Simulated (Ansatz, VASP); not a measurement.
**InP: VASP beside Ansatz**

Contents of INCAR:

```
SYSTEM = InP
PREC = Accurate
ENCUT = 500
EDIFF = 1E-6
ISMEAR = -1
SIGMA = 0.05
LREAL = .FALSE.
LASPH = .TRUE.
NELM = 120
ALGO = Normal
ISIF = 2
LWAVE = .FALSE.
LCHARG = .FALSE.
GGA = CA
NBANDS = 16
GGA_COMPAT = .FALSE.
```

The input KPOINTS:

```
regular mesh
0
G
  11 11 11
  0 0 0
```

File POSCAR:

```
InP
1.0
    0.0000000000      2.7920311279      2.7920311279
    2.7920311279      0.0000000000      2.7920311279
    2.7920311279      2.7920311279      0.0000000000
In P
1 1
Direct
    0.0000000000      0.0000000000      0.0000000000
    0.2500000000      0.2500000000      0.2500000000
```

Input for Ansatz:

```yaml
crystal:
  lattice:
    - [0.0, 2.7920311279, 2.7920311279]
    - [2.7920311279, 0.0, 2.7920311279]
    - [2.7920311279, 2.7920311279, 0.0]
  atoms:
    - { symbol: In, position: [0.0, 0.0, 0.0] }
    - { symbol: P, position: [0.25, 0.25, 0.25] }
kpoints:
  mp_grid: { grid: [11, 11, 11] }
scf:
  occupations: { method: fermi_dirac, width: 0.05 }
hamiltonian:
  xc: lda
  pseudopotentials: { kind: paw }
output:
  forces: true
  stress: true
  eigenvalues: true
  populations: true
  write_density: true
  write_potential: true
  elf: true
  volumetric_format: npy
```

Change from the starting cell: volume scaled by 0.88, PAW files.

Alike in both runs: task single point; functional LDA; k mesh 11 × 11 × 11; occupations fermi-dirac, width 0.05 eV; no spin polarisation.

|  | VASP | Ansatz |
| --- | --- | --- |
| version | VASP 6.6.1 | Ansatz 0.2.0 |
| potentials or method | VASP PAW LDA potentials, release 64 (In_d, P) | PAW with Ansatz's default frozen-core files, scalar-relativistic |
| plane-wave cutoff (eV) | 500 | 420 |
| valence electrons in the cell | 18 | 18 |

```tsv
	VASP	Ansatz	Ansatz less VASP
pressure (GPa)	12.2	12.2	-0.02
```

LDA's correlation is that of Perdew and Zunger in VASP and of Perdew and Wang (1992) in Ansatz.
